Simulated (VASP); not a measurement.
# SbC3 (R-3m) in VASP: single point with PBE

Aim: the single point of SbC3 with PBE.

Program: VASP 6.6.1. These are calculated values, not measurements. Logs are shortened: lines on timing, memory, paths and dates and some standing lists are left out, and cuts for length are marked.

### 1 The cell of the first run

The structure is trigonal, space group R-3m (No. 166). The conventional cell has a = 4.120 Å, b = 4.120 Å, c = 13.456 Å, α = 90.00°, β = 90.00°, γ = 120.00°. Sb (site symmetry -3m) has 6 C at 2.06 Å within 2.7 Å. Within 2.7 Å of C (site symmetry 2/m) lie 2 Sb at 2.06 Å and 4 C at 2.06 Å.

The cell was generated, and may not be a known phase.

### 2 Single point, PBE

Input file INCAR:

```
SYSTEM = SbC3
PREC = Accurate
ENCUT = 700
EDIFF = 1E-6
ISMEAR = 0
SIGMA = 0.1
LREAL = .False.
LASPH = .True.
NELM = 120
ALGO = Normal
ISIF = 2
LWAVE = .False.
LCHARG = .False.
GGA = PE
NBANDS = 22
GGA_COMPAT = .False.
```

Input file KPOINTS:

```
regular mesh
0
Gamma
  6 6 6
  0 0 0
```

Input file POSCAR:

```
SbC3
1.0
    2.0601378900      1.1894211700      4.4853354700
   -2.0601378900      1.1894211700      4.4853354700
    0.0000000000     -2.3788423300      4.4853354700
Sb C
1 3
Direct
    0.0000000000      0.0000000000      0.0000000000
    0.5000000000      0.5000000000      0.0000000000
    0.0000000000      0.5000000000      0.5000000000
    0.5000000000      0.0000000000      0.5000000000
```

Potentials or basis: VASP PAW PBE potentials, release 64 (Sb_d_GW, C).

Command:

```
$ cat potpaw_PBE.64/Sb_d_GW/POTCAR potpaw_PBE.64/C/POTCAR > POTCAR
$ mpirun -np 1 vasp_std > vasp.out
```

OUTCAR:

```text
SYSTEM = SbC3
   PREC = Accurate
   ENCUT = 700
   EDIFF = 1E-6
   ISMEAR = 0
   LREAL = .False.
   LASPH = .True.
   NELM = 120
   ISIF = 2
   GGA = PE

 ion  position               nearest neighbor table
   1  0.000  0.000  0.000-   2 2.06   2 2.06   3 2.06   3 2.06   4 2.06   4 2.06
   2  0.500  0.500  0.000-   1 2.06   1 2.06   3 2.06   4 2.06   4 2.06   3 2.06
   3  0.000  0.500  0.500-   4 2.06   4 2.06   1 2.06   1 2.06   2 2.06   2 2.06
   4  0.500  0.000  0.500-   3 2.06   3 2.06   2 2.06   1 2.06   1 2.06   2 2.06

  LATTYP: Found a trigonal (rhomboedric) cell.
 ALAT       =     5.0771177969
 COS(alpha) =     0.6707027557

  Lattice vectors:

 A1 = (   2.0601378900,   1.1894211700,   4.4853354700)
 A2 = (  -2.0601378900,   1.1894211700,   4.4853354700)
 A3 = (   0.0000000000,  -2.3788423300,   4.4853354700)

Analysis of symmetry for initial positions (statically):
=====================================================================
 Subroutine PRICEL returns:
 Original cell was already a primitive cell.

 Routine SETGRP: Setting up the symmetry group for a
 trigonal (rhombohedral) supercell.

 Subroutine GETGRP returns: Found 12 space group operations
 (whereof 12 operations were pure point group operations)
 out of a pool of 12 trial point group operations.

The static configuration has the point symmetry D_3d.

Analysis of symmetry for dynamics (positions and initial velocities):
=====================================================================
 Subroutine PRICEL returns:
 Original cell was already a primitive cell.

 Routine SETGRP: Setting up the symmetry group for a
 trigonal (rhombohedral) supercell.

 Subroutine GETGRP returns: Found 12 space group operations
 (whereof 12 operations were pure point group operations)
 out of a pool of 12 trial point group operations.

The dynamic configuration has the point symmetry D_3d.

 Subroutine INISYM returns: Found 12 space group operations
 (whereof 12 operations are pure point group operations),
 and found     1 'primitive' translations

----------------------------------------------------------------------------------------

                                     Primitive cell

  volume of cell :      65.9444

  direct lattice vectors                    reciprocal lattice vectors
     2.060137890  1.189421170  4.485335470     0.242702201  0.140124181  0.074316255
    -2.060137890  1.189421170  4.485335470    -0.242702201  0.140124181  0.074316255
     0.000000000 -2.378842330  4.485335470     0.000000000 -0.280248362  0.074316255

  length of vectors
     5.077117797  5.077117797  5.077117796     0.289934562  0.289934562  0.289934562

  position of ions in fractional coordinates (direct lattice)
     0.000000000  0.000000000  0.000000000
     0.500000000  0.500000000  0.000000000
     0.000000000  0.500000000  0.500000000
     0.500000000  0.000000000  0.500000000

  ion indices of the primitive-cell ions
   primitive index   ion index
                 1           1
                 2           2
                 3           3
                 4           4

----------------------------------------------------------------------------------------

 KPOINTS: regular mesh

Automatic generation of k-mesh.
 Grid dimensions read from file:
 generate k-points for:    6    6    6

 Generating k-lattice:

  Cartesian coordinates                     Fractional coordinates (reciprocal lattice)
     0.040450367  0.023354030  0.012386042     0.166666667  0.000000000 -0.000000000
    -0.040450367  0.023354030  0.012386042     0.000000000  0.166666667 -0.000000000
     0.000000000 -0.046708060  0.012386042     0.000000000  0.000000000  0.166666667

  Length of vectors
     0.048322427  0.048322427  0.048322427

  Shift w.r.t. Gamma in fractional coordinates (k-lattice)
     0.000000000  0.000000000  0.000000000

 Subroutine IBZKPT returns following result:
 ===========================================

 Found     32 irreducible k-points:

 Following reciprocal coordinates:
            Coordinates               Weight
  0.000000  0.000000  0.000000      1.000000
  0.166667  0.000000  0.000000      6.000000
  0.333333 -0.000000  0.000000      6.000000
  0.500000 -0.000000  0.000000      3.000000
  0.166667  0.166667  0.000000      6.000000
  0.333333  0.166667  0.000000     12.000000
[... 16 lines left out ...]
  0.500000  0.500000  0.166667      6.000000
 -0.333333  0.500000  0.166667     12.000000
 [... further k-points ...]
   k-points           NKPTS =     32   k-points in BZ     NKDIM =     32   number of bands    NBANDS=     22
   number of dos      NEDOS =    301   number of ions     NIONS =      4
   total plane-waves  NPLWV = 110592
   dimension x,y,z NGX =    48 NGY =   48 NGZ =   48
   dimension x,y,z NGXF=    96 NGYF=   96 NGZF=   96
   ions per type =               1   3
   NGX,Y,Z   is equivalent  to a cutoff of  15.72, 15.72, 15.72 a.u.
   NGXF,Y,Z  is equivalent  to a cutoff of  31.43, 31.43, 31.43 a.u.
 SYSTEM =  SbC3
   PREC   = accura    normal or accurate (medium, high low for compatibility)
   ISTART =      0    job   : 0-new  1-cont  2-samecut
   ICHARG =      2    charge: 1-file 2-atom 10-const
   ISPIN  =      1    spin polarized calculation?
   LNONCOLLINEAR =      F non collinear calculations
   LSORBIT =      F    spin-orbit coupling
   LASPH  =      T    aspherical Exc in radial PAW
   ENCUT  =  700.0 eV  51.45 Ry    7.17 a.u.  10.95 10.95 10.95*2*pi/ulx,y,z
   NELM   =    120;   NELMIN=  2; NELMDL= -5     # of ELM steps
   EDIFF  = 0.1E-05   stopping-criterion for ELM
   LREAL  =      F    real-space projection
   EDIFFG = 0.1E-04   stopping-criterion for IOM
   NSW    =      0    number of steps for IOM
   IBRION =     -1    ionic relax: 0-MD 1-quasi-New 2-CG
   NFREE  =      0    steps in history (QN), initial steepest desc. (CG)
   ISIF   =      2    stress and relaxation
   ISYM   =      2    0-nonsym 1-usesym 2-fastsym
   POTIM  = 0.5000    time-step for ionic-motion
   TEBEG  =    0.0;   TEEND  =   0.0 temperature during run
   PSTRESS=    0.0 pullay stress
   NELECT =      27.0000    total number of electrons
   NUPDOWN=      -1.0000    fix difference up-down
   EMIN   =  10.00;   EMAX   =-10.00  energy-range for DOS
   EFERMI =   0.00;   METHOD = LEGACY
   ISMEAR =     0;   SIGMA  =   0.10  broadening in eV -4-tet -1-fermi 0-gaus
   EFERMI_NEDOS =   21; number of points for ismear=-14 and -15
   IALGO  =     38    algorithm
   IMIX   =      4    mixing-type and parameters
     AMIX     =   0.40;   BMIX     =  1.00
     AMIX_MAG =   1.60;   BMIX_MAG =  1.00
  volume/ion in A,a.u.               =      16.49       111.25
  Fermi-wavevector in a.u.,A,eV,Ry     =   1.215636  2.297218 20.106277  1.477770
  Thomas-Fermi vector in A             =   2.351016
   LORBIT       =      0    0 simple, 1 ext, 2 COOP (PROOUT), +10 PAW based schemes
   GGA     = PE    functional components
   LHFCALC =     F    Hartree Fock is set to
   AEXX    =    0.0000 exact exchange contribution
   IVDW    =     0    specifies the selected vdW correction
   LEPSILON=     F    determine dielectric tensor
   LRPA    =     F    only Hartree local field effects (RPA)
 non-spin polarized calculation
 Gauss-broadening in eV      SIGMA  =   0.10
  energy-cutoff  :      700.00
  volume of cell :       65.94
 maximum number of plane-waves:      2788
 NGX is ok and might be reduce to    48
   NGX = 21   NGY = 21   NGZ = 21

 number of electron      27.0000000 magnetization

 Free energy of the ion-electron system (eV)
  ---------------------------------------------------
  ext. energy  EPLUGINS =         0.00000000
  ---------------------------------------------------
  free energy    TOTEN  =       -16.07423109 eV

  energy without entropy =      -16.06668703  energy(sigma->0) =      -16.07045906

 E-fermi :   3.7120     XC(G=0):  -9.0631

 val. band max:        3.6257032879   @ k =   0.3333   0.1667   0.0000
 cond. band min:       3.7418013969   @ k =   0.5000   0.3333   0.1667
 fundamental gap:      0.1160981090
 Fermi energy:         3.7120381535

 k-point     1 :       0.0000    0.0000    0.0000
  band No.  band energies     occupation
      1     -26.4623      2.00000
      2     -26.4444      2.00000
      3     -26.4444      2.00000
      4     -26.3050      2.00000
      5     -26.3050      2.00000
      6     -13.6321      2.00000
[... 14 lines left out ...]
     21      12.5289      0.00000
     22      12.5289      0.00000

 k-point     2 :       0.1667    0.0000    0.0000
  band No.  band energies     occupation
      1     -26.4594      2.00000
      2     -26.4466      2.00000
      3     -26.4423      2.00000
      4     -26.3068      2.00000
      5     -26.3055      2.00000
      6     -13.3535      2.00000
[... 14 lines left out ...]
     21      12.8952      0.00000
     22      13.6059      0.00000

 k-point     3 :       0.3333   -0.0000    0.0000
  band No.  band energies     occupation
      1     -26.4575      2.00000
      2     -26.4473      2.00000
      3     -26.4383      2.00000
      4     -26.3104      2.00000
      5     -26.3066      2.00000
      6     -12.5114      2.00000
[... 14 lines left out ...]
     21      11.7579      0.00000
     22      13.6869      0.00000

 k-point     4 :       0.5000   -0.0000    0.0000
  band No.  band energies     occupation
      1     -26.4592      2.00000
      2     -26.4449      2.00000
      3     -26.4363      2.00000
      4     -26.3122      2.00000
      5     -26.3072      2.00000
      6     -11.1484      2.00000
[... 14 lines left out ...]
     21      11.0006      0.00000
     22      11.8250      0.00000

 k-point     5 :       0.1667    0.1667    0.0000
  band No.  band energies     occupation
      1     -26.4594      2.00000
      2     -26.4466      2.00000
      3     -26.4423      2.00000
      4     -26.3068      2.00000
      5     -26.3055      2.00000
      6     -13.3492      2.00000
[... 417 lines left out ...]
 k-point    22 :      -0.1667    0.3333    0.1667
  band No.  band energies     occupation
      1     -26.4547      2.00000
      2     -26.4468      2.00000
      3     -26.4389      2.00000
      4     -26.3114      2.00000
      5     -26.3079      2.00000
      6     -11.6673      2.00000
[... 14 lines left out ...]
     21      12.1998      0.00000
     22      13.0826      0.00000

 k-point    23 :       0.5000    0.5000    0.1667
  band No.  band energies     occupation
      1     -26.4576      2.00000
      2     -26.4471      2.00000
      3     -26.4383      2.00000
      4     -26.3105      2.00000
      5     -26.3064      2.00000
      6     -12.4754      2.00000
[... 14 lines left out ...]
     21      12.2152      0.00000
     22      13.7976      0.00000

 k-point    24 :      -0.3333    0.5000    0.1667
  band No.  band energies     occupation
      1     -26.4547      2.00000
      2     -26.4468      2.00000
      3     -26.4388      2.00000
      4     -26.3114      2.00000
      5     -26.3078      2.00000
      6     -11.6293      2.00000
[... 14 lines left out ...]
     21      11.8075      0.00000
     22      12.3117      0.00000

 [... further k-points ...]
[... 5 lines left out ...]
  --------------------------------------------------------------------------------------
  -------------------------------------------------------------------------------------
  Total       14.5511868     14.5511868     -0.2351260      0.0000000     -0.0000000      0.0000000
  in kB      353.5337372    353.5337380     -5.7125904      0.0000000     -0.0000000      0.0000000
  external PRESSURE =     233.7849616 kB  Pullay stress =       0.0000000 kB

 VOLUME and BASIS-vectors are now :
 -----------------------------------------------------------------------------
  energy-cutoff  :      700.00
  volume of cell :       65.94
      direct lattice vectors                 reciprocal lattice vectors
     2.060137890  1.189421170  4.485335470     0.242702201  0.140124181  0.074316255
    -2.060137890  1.189421170  4.485335470    -0.242702201  0.140124181  0.074316255
     0.000000000 -2.378842330  4.485335470     0.000000000 -0.280248362  0.074316255

 POSITION                                       TOTAL-FORCE (eV/Angst)
 -----------------------------------------------------------------------------------
      0.00000      0.00000      0.00000         0.000000     -0.000000     -0.000000
      0.00000      1.18942      4.48534         0.000000      0.000000      0.000000
     -1.03007     -0.59471      4.48534         0.000000      0.000000     -0.000000
      1.03007     -0.59471      4.48534         0.000000     -0.000000     -0.000000
 -----------------------------------------------------------------------------------
    total drift:                               -0.000000     -0.000000     -0.000000

  FREE ENERGIE OF THE ION-ELECTRON SYSTEM (eV)
  ---------------------------------------------------
  free  energy   TOTEN  =       -16.0742310878 eV

  energy  without entropy=      -16.0666870289  energy(sigma->0) =      -16.07045906
```

Run time: 80 s. Hardware: 1 thread of Intel Xeon 6975P-C (Granite Rapids), shared host; peak memory 0.37 GiB.

Results:

```
Free energy            : -16.0742 eV
Pressure               : 23.4 GPa
Band gap on the k mesh : zero (an odd number of electrons rules out a gap without spin polarisation)
```

Levels at points of the mesh, in eV from the Fermi level:
| k point | band 10 | band 11 | band 12 | band 13 | band 14 | band 15 | band 16 | band 17 |
| --- | --- | --- | --- | --- | --- | --- | --- | --- |
| (0.00, 0.00, 0.00) | -7.05 | -7.05 | -5.74 | -3.34 | 0.78 | 0.78 | 2.67 | 3.01 |
| (0.50, 0.00, 0.00) | -3.29 | -3.09 | -1.67 | -0.81 | 0.26 | 0.43 | 0.60 | 1.63 |
| (0.50, 0.50, 0.00) | -3.67 | -3.34 | -1.67 | -0.80 | 0.27 | 0.61 | 0.71 | 2.04 |
| (0.50, 0.50, 0.50) | -7.06 | -7.06 | -6.44 | -3.30 | 0.88 | 0.88 | 3.01 | 3.09 |

Caveat: the stress differs along the axes, from -1 to 35 GPa; spin-orbit coupling is left out, which moves the levels of the heavy elements.

The gap in the log of VASP goes by the Fermi energy; the results here count the filled bands.